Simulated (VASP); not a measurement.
Input of a VASP 6.6.1 run:

File INCAR:

```
ALGO = Fast
EDIFF = 1E-6
ENCUT = 520
GGA = CA
ISIF = 2
ISMEAR = 0
LASPH = T
LCHARG = F
LREAL = F
LWAVE = F
NBANDS = 16
NELM = 100
PREC = Accurate
SIGMA = 0.15
```

File KPOINTS:

```
k-points
0
Gamma
  14 14 14
```

File POSCAR:

```
Al2Cu
1.0
   -2.0514581936      2.0514581936      2.9768500000
    2.0514581936     -2.0514581936      2.9768500000
    2.0514581936      2.0514581936     -2.9768500000
Al Cu
2 1
Direct
    0.7500000000      0.2500000000      0.5000000000
    0.2500000000      0.7500000000      0.5000000000
    0.5000000000      0.5000000000      0.0000000000
```

Potentials or basis: VASP PAW LDA potentials, release 64 (Al, Cu).

The run is started by

```sh
$ cat potpaw_LDA.64/Al/POTCAR potpaw_LDA.64/Cu/POTCAR > POTCAR
$ mpirun -np 1 vasp_std > vasp.out
```

(1) What does it give for the band gap on the k mesh?

(2) Predict the pressure.

Results:

(1) zero (an odd number of electrons rules out a gap without spin polarisation).

(2) -8.1 GPa.

Caveat: the cell stands under tension.
